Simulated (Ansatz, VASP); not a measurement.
**One calculation of BaHfO3, two programs**

File POSCAR:

```
BaHfO3
1.0
    4.2188293586      0.0000000000      0.0000000000
    0.0000000000      4.2188293586      0.0000000000
    0.0000000000      0.0000000000      4.2188293586
Ba Hf O
1 1 3
Direct
    0.0000000000      0.0000000000      0.0000000000
    0.5000000000      0.5000000000      0.5000000000
    0.5000000000      0.5000000000      0.0000000000
    0.5000000000      0.0000000000      0.5000000000
    0.0000000000      0.5000000000      0.5000000000
```

Contents of INCAR.step1:

```
ALGO = Normal ; EDIFF = 1E-5
ENCUT = 520 ; GGA = PE
ISIF = 2 ; ISMEAR = 0
LASPH = T ; LCHARG = F
LREAL = F ; LWAVE = T
NBANDS = 27 ; NELM = 60
PREC = Accurate ; SIGMA = 0.01
```

File INCAR.step2:

```
ALGO = Normal ; EDIFF = 1E-7
ENCUT = 520 ; GGA = PE
HFSCREEN = 0.2079 ; ISIF = 2
ISMEAR = 0 ; ISTART = 1
LASPH = T ; LCHARG = F
LHFCALC = T ; LREAL = F
LWAVE = F ; NBANDS = 27
NELM = 60 ; PREC = Accurate
PRECFOCK = Fast ; SIGMA = 0.01
```

KPOINTS

```
k-points
0
Gamma
  4 4 4
```

Input for Ansatz:

```yaml
crystal:
  lattice:
    - [4.2188293586, 0.0, 0.0]
    - [0.0, 4.2188293586, 0.0]
    - [0.0, 0.0, 4.2188293586]
  atoms:
    - { symbol: Ba, position: [0.0, 0.0, 0.0] }
    - { symbol: Hf, position: [0.5, 0.5, 0.5] }
    - { symbol: O, position: [0.5, 0.5, 0.0] }
    - { symbol: O, position: [0.5, 0.0, 0.5] }
    - { symbol: O, position: [0.0, 0.5, 0.5] }
kpoints:
  mp_grid: { grid: [4, 4, 4] }
  band_path:
    path: [[0.0, 0.0, 0.0], [0.0, 0.5, 0.0], [0.5, 0.5, 0.0], [0.5, 0.5, 0.5]]
    npoints: 1
hamiltonian:
  xc: hse06
scf:
  occupations: { method: fixed }
  n_extra_bands: 5
output:
  forces: true
  stress: true
  eigenvalues: true
  write_density: true
  write_potential: true
  elf: true
  volumetric_format: npy
```

Change from the starting cell: hydrostatic strain +1.0%.

Alike in both runs: task single point; functional HSE06; k mesh 4 × 4 × 4; no spin polarisation.

|  | VASP | Ansatz |
| --- | --- | --- |
| version | VASP 6.6.1 | Ansatz 0.2.0 |
| potentials or method | VASP PAW PBE potentials, release 64 (Ba_sv, Hf_pv, O) | plane waves, PAW |
| plane-wave cutoff (eV) | 520 | 420 |
| occupations | gaussian, width 0.01 eV | fixed |
| valence electrons in the cell | 38 | 54 |

VASP gave:

- gap on the k mesh at the Fermi level (eV): 4.98
- pressure (GPa): -6.2

Task: What did Ansatz give for the same quantities?

Result: gap on the k mesh at the Fermi level (eV): 5.11; pressure (GPa): -5.0.

VASP's potentials hold 38 valence electrons a cell and Ansatz's 54, so a difference there can come from the potentials and not from the codes. Ansatz's warnings: stress exchange threshold loose, stress scf threshold loose.

Spin-orbit coupling is off throughout.
